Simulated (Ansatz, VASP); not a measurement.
## H6C2S: VASP beside Ansatz

```
S H C
1.0
     7.76725    0.00000    0.00000
     0.00000    7.76725    0.00000
     0.00000    0.00000    7.76725
S H C
3 18 6
Direct
  0.10693 0.98983 0.09928
  0.66324 0.27241 0.22347
  0.12041 0.66406 0.71525
  0.09361 0.00783 0.27299
  0.11317 0.16272 0.07820
  0.71303 0.10681 0.19886
  0.50155 0.23421 0.16836
  0.27672 0.58952 0.69853
  0.04177 0.50776 0.72916
  0.53109 0.03382 0.76353
  0.50904 0.91777 0.55441
  0.74542 0.81928 0.86225
  0.72438 0.70051 0.65509
  0.86080 0.15793 0.85423
  0.74051 0.23572 0.65972
  0.13120 0.15811 0.68322
  0.00766 0.23867 0.49173
  0.35626 0.59896 0.35010
  0.55176 0.66345 0.47274
  0.47038 0.74965 0.09176
  0.66476 0.81613 0.21823
  0.56888 0.92512 0.68281
  0.68278 0.80957 0.73605
  0.86343 0.19880 0.71825
  0.00750 0.19938 0.62749
  0.48067 0.66571 0.35131
  0.54106 0.74722 0.21400
```

Alike in both runs: functional LDA; k mesh 1 × 1 × 1; occupations fermi-dirac, width 0.02 eV; no spin polarisation.

Ansatz relaxed the structure, and its values are those at the end. VASP's run is a single point on that final structure, the one shown.

|  | VASP | Ansatz |
| --- | --- | --- |
| version | VASP 6.6.1 | Ansatz 0.2.0 |
| potentials or method | VASP PAW LDA potentials, release 64 (S, H_h, C_h), cutoff 1000 eV | scalar-relativistic, plane waves, PAW |
| valence electrons in the cell | 60 | 60 |

```csv
,VASP,Ansatz,Ansatz less VASP
rms of the force components (eV/Å),0.076,0.074,-0.0017
```

LDA's correlation is that of Perdew and Zunger in VASP and of Perdew and Wang (1992) in Ansatz.
